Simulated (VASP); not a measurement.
A run of VASP 6.6.1:

POSCAR

```
NaScTe2
1.0
    4.1769310172      0.0000000000      0.0000000000
    0.0000000000      6.0182837288      0.0000000000
    0.0000000000      0.0000000000      9.0568832235
Na Te Sc
2 4 2
Direct
    0.0000000000      0.0000000000      0.8888010195
    0.5000000000      0.5000000000      0.1111989805
    0.0000000000      0.5000000000      0.8447924875
    0.5000000000      0.0000000000      0.1552075125
    0.0000000000      0.5000000000      0.3965059605
    0.5000000000      0.0000000000      0.6034940395
    0.0000000000      0.0000000000      0.3722118150
    0.5000000000      0.5000000000      0.6277881850
```

Contents of INCAR.step1:

```
SYSTEM = NaScTe2
ALGO = Normal ; EDIFF = 1E-4
ENCUT = 520 ; GGA = PE
ISMEAR = -1 ; LASPH = .TRUE.
LCHARG = .FALSE. ; LREAL = .FALSE.
LWAVE = .TRUE. ; NBANDS = 40
NELM = 100 ; PREC = Accurate
SIGMA = 0.03
```

Contents of INCAR.step2:

```
SYSTEM = NaScTe2
ALGO = Normal ; BPARAM = 11.95
CPARAM = 0.0093 ; EDIFF = 1E-6
ENCUT = 520 ; ISIF = 2
ISMEAR = -1 ; ISTART = 1
IVDW_NL = 2 ; LASPH = .TRUE.
LCHARG = .TRUE. ; LELF = .TRUE.
LMIXTAU = .TRUE. ; LREAL = .FALSE.
LUSE_VDW = .TRUE. ; LVHAR = .TRUE.
LWAVE = .FALSE. ; METAGGA = R2SCAN
NBANDS = 40 ; NELM = 100
PREC = Accurate ; SIGMA = 0.03
```

Contents of KPOINTS:

```
k-points
0
G
  6 4 4
  0 0 0
```

Potentials or basis: VASP PAW PBE potentials, release 64 (Na_pv, Te, Sc_sv).

Run with:

```console
$ cat potpaw_PBE.64/Na_pv/POTCAR potpaw_PBE.64/Te/POTCAR potpaw_PBE.64/Sc_sv/POTCAR > POTCAR
$ cp INCAR.step1 INCAR
$ mpirun -np 1 vasp_std > vasp.out
$ cp INCAR.step2 INCAR
$ mpirun -np 1 vasp_std > vasp.out
```

Hardware: 1 thread of Intel(R) Xeon(R) 6975P-C (Granite Rapids), on a shared host.

**Question.** How long does it take, and how much memory?

**Answer.** It took 12 min on 1 thread of Intel(R) Xeon(R) 6975P-C (Granite Rapids), with other jobs on the host, peak memory 0.91 GiB. Counts: k points 36.
